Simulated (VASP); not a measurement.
Runs of VASP 6.6.1 on Ge. The structure is that of space group I4_1/amd (No. 141), or close to it. The cells are those of the table. 

```tsv
cell	gap on the mesh (eV)	pressure (GPa)
a = 3.668 Å, angles 97.4, 97.4, 137.9°, 2 atoms	none	25.5
a = 3.337 Å, angles 97.3, 97.3, 138.1°, 2 atoms	none	114.7
a = 3.812 Å, angles 97.5, 97.5, 137.7°, 2 atoms	none	9.2
a = 3.512 Å, angles 97.4, 97.4, 138.1°, 2 atoms	none	(b)
a = 2.917 Å, angles 97.3, 97.3, 138.2°, 2 atoms	none	522.2
a = 3.142 Å, angles 97.3, 97.3, 138.2°, 2 atoms	none	(a)
```

Alike in all rows: task single point; level PBE; potentials or basis VASP PAW PBE potentials, release 64 (Ge_d); no spin polarisation; k mesh 17 × 17 × 17; cutoff (eV) 520; smearing fermi-dirac 0.1 eV.

Q: Estimate the missing entries.

A: (a) 237.0; (b) 55.7.

Caveats: the cell stands under pressure.

A k mesh can miss the band edges, and the runs leave out spin-orbit coupling on Ge.

A gap of «none» marks levels without a gap at the run's occupations.
